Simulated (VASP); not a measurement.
Pt3Pb, 4 atoms in the cell. It takes space group Pm-3m (No. 221, cubic). Conventional cell: a = 4.093 Å, b = 4.093 Å, c = 4.093 Å, α = 90.00°, β = 90.00°, γ = 90.00°. Within 3.8 Å of Pt (site symmetry 4/mmm) lie 8 Pt at 2.89 Å and 4 Pb at 2.89 Å. Within 3.8 Å of Pb (site symmetry m-3m) lie 12 Pt at 2.89 Å. 

```yaml
Program: VASP 6.6.1
Task: single point
Functional: r2SCAN
Potentials_or_basis: VASP PAW PBE potentials, release 64 (Pt, Pb_d)
Cutoff: 520 eV
k_mesh: 10 × 10 × 10
Occupations: gaussian, width 0.1 eV
Spin: no spin polarisation
Dipole_correction: no
Further_INCAR_settings: ALGO = Normal; EDIFF = 1e-06; NBANDS = 30
```

Potentials or basis: VASP PAW PBE potentials, release 64 (Pt, Pb_d).

Command:

```sh
$ cat potpaw_PBE.64/Pt/POTCAR potpaw_PBE.64/Pb_d/POTCAR > POTCAR
$ cp INCAR.step1 INCAR
$ mpirun -np 1 vasp_std > vasp.out
$ cp INCAR.step2 INCAR
$ mpirun -np 1 vasp_std > vasp.out
```

Hardware: 1 thread of Intel(R) Xeon(R) 6975P-C (Granite Rapids), with other jobs on the host.

How long does it take, and how much memory?

It took 2.3 min on 1 thread of Intel(R) Xeon(R) 6975P-C (Granite Rapids), with other jobs on the host, peak memory 0.24 GiB. Counts: k points 56.
